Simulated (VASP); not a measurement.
Input of a VASP 6.6.1 run:

File POSCAR:

```
Zr4Si3
1.0
   -3.2295483146      3.2295483146      3.2295483146
    3.2295483146     -3.2295483146      3.2295483146
    3.2295483146      3.2295483146     -3.2295483146
Zr Si
4 3
Direct
    0.6036003312      0.6036003312      0.6036003312
    0.0000000000      0.0000000000      0.3963996688
    0.0000000000      0.3963996688      0.0000000000
    0.3963996688      0.0000000000      0.0000000000
    0.0000000000      0.5000000000      0.5000000000
    0.5000000000      0.0000000000      0.5000000000
    0.5000000000      0.5000000000      0.0000000000
```

File INCAR.step1:

```
PREC = Accurate ; ENCUT = 550
ISMEAR = 0 ; SIGMA = 0.1
LREAL = F ; LASPH = T
NELM = 120 ; NBANDS = 39
GGA = PE ; ALGO = Normal
EDIFF = 1E-5 ; LWAVE = T
LCHARG = F ; GGA_COMPAT = F
```

The input INCAR.step2:

```
PREC = Accurate ; ENCUT = 550
EDIFF = 1E-6 ; ISMEAR = 0
SIGMA = 0.1 ; LREAL = F
LASPH = T ; NELM = 120
ALGO = Normal ; ISIF = 2
LWAVE = F ; LCHARG = F
METAGGA = R2SCAN ; LMIXTAU = T
NBANDS = 39 ; ISTART = 1
GGA_COMPAT = F
```

The input KPOINTS:

```
regular mesh
0
Gamma
  8 8 8
```

Potentials or basis: VASP PAW PBE potentials, release 64 (Zr_sv, Si).

Run with:

```bash
$ cat potpaw_PBE.64/Zr_sv/POTCAR potpaw_PBE.64/Si/POTCAR > POTCAR
$ cp INCAR.step1 INCAR
$ mpirun -np 1 vasp_std > vasp.out
$ cp INCAR.step2 INCAR
$ mpirun -np 1 vasp_std > vasp.out
```

Question: What does it give for the largest force?

Answer: 0.057 eV/Å.

Question: Estimate the band gap on the k mesh.

Answer: Zero (bands 30 and 31 overlap by 1.16 eV).

Question: Estimate the pressure.

Answer: -0.4 GPa.

Forces in eV/Å, atoms in the order of the input:
```
Zr   0.033  0.033  0.033
Zr  -0.033 -0.033  0.033
Zr  -0.033  0.033 -0.033
Zr   0.033 -0.033 -0.033
Si   0.000  0.000  0.000
Si   0.000  0.000  0.000
Si   0.000  0.000  0.000
```

Caveat: the PAW data sets were made with another functional, which shifts forces and pressure a little.
